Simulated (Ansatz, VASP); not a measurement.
One calculation of GaN, two programs

```
Ga N
1.0
     2.20397    2.20397    0.00000
    -2.20397    2.20397    0.00000
     0.00000    2.20397    2.29584
Ga N
1 1
Direct
  0.00000 0.00000 0.00000
  0.25000 0.75000 0.50000
```

Change from the starting cell: film at in-plane strain -0.02.

Alike in both runs: task single point; functional r2SCAN; k mesh 10 × 10 × 10; no spin polarisation.

|  | VASP | Ansatz |
| --- | --- | --- |
| version | VASP 6.6.1 | Ansatz 0.2.0 |
| potentials or method | VASP PAW PBE potentials, release 64 (Ga_d, N) | PAW with Ansatz's default frozen-core files, scalar-relativistic |
| plane-wave cutoff (eV) | 520 | 500 |
| occupations | gaussian, width 0.01 eV | fixed |
| valence electrons in the cell | 18 | 18 |

```csv
,VASP,Ansatz,Ansatz less VASP
gap on the k mesh at the Fermi level (eV),2.22,2.23,+0.010
pressure (GPa),5.1,3.9,-1.15
"traceless stress, the component that is largest in VASP (GPa)",-3.83,-3.91,-0.086
```

VASP's potentials were made for PBE, not for r2SCAN.
